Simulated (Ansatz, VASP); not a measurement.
SiNi in VASP and in Ansatz

```
Si Ni
1.0
     4.51224    0.00000    0.00000
     0.00000    4.51224    0.00000
     0.00000    0.00000    4.51224
Si Ni
4 4
Direct
  0.65379 0.15379 0.34621
  0.15379 0.34621 0.65379
  0.34621 0.65379 0.15379
  0.84621 0.84621 0.84621
  0.35164 0.85164 0.64836
  0.85164 0.64836 0.35164
  0.64836 0.35164 0.85164
  0.14836 0.14836 0.14836
```

Alike in both runs: functional PBEsol; k mesh 8 × 8 × 8; occupations gaussian, width 0.1 eV; no spin polarisation.

Ansatz relaxed the structure, and its values are those at the end. VASP's run is a single point on that final structure, the one shown.

```csv
,VASP,Ansatz
version,VASP 6.6.1,Ansatz 0.2.0
potentials or method,"VASP PAW PBE potentials, release 64 (Si, Ni), cutoff 520 eV","scalar-relativistic, plane waves, PAW"
valence electrons in the cell,56,88
```

```tsv
	VASP	Ansatz	Ansatz less VASP
gap on the k mesh at the Fermi level (eV)	none	none	-
pressure (GPa)	-5.3	-5.5	-0.24
```

VASP's potentials were made for PBE, not for PBEsol. A gap of «none» marks a metal or a gap that the smearing closes. With one functional, cell and mesh, what is left measures potentials, basis and numerics. VASP's potentials hold 56 valence electrons a cell and Ansatz's 88, so a difference there can come from the potentials and not from the codes. Ansatz's warnings: stress scf threshold loose.
